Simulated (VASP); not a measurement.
Here is a VASP 6.6.1 calculation.

Contents of INCAR:

```
SYSTEM = C
PREC = Accurate ; ENCUT = 600
EDIFF = 1E-6 ; ISMEAR = 0
SIGMA = 0.01 ; LREAL = .FALSE.
LASPH = .TRUE. ; NELM = 120
ALGO = Normal ; ISIF = 2
LWAVE = .FALSE. ; LCHARG = .FALSE.
GGA = RP ; NBANDS = 11
GGA_COMPAT = .FALSE.
```

The input KPOINTS:

```
regular mesh
0
G
  10 10 10
  0 0 0
```

POSCAR

```
C
1.0
    0.0000000000      1.7942906861      1.7942906861
    1.7942906861      0.0000000000      1.7942906861
    1.7942906861      1.7942906861      0.0000000000
C
2
Direct
    0.5000000000      0.5000000000      0.5000000000
    0.7500000000      0.7500000000      0.7500000000
```

Potentials or basis: VASP PAW PBE potentials, release 64 (C).

Run with:

```sh
$ cat potpaw_PBE.64/C/POTCAR > POTCAR
$ mpirun -np 1 vasp_std > vasp.out
```

Q: Estimate the band gap on the k mesh.

A: 4.13 eV (least direct gap 5.54 eV).

Q: What does it give for the pressure?

A: -0.2 GPa.

Caveat: the PAW data sets were made with another functional, which shifts forces and pressure a little. A k mesh can miss the band edges.
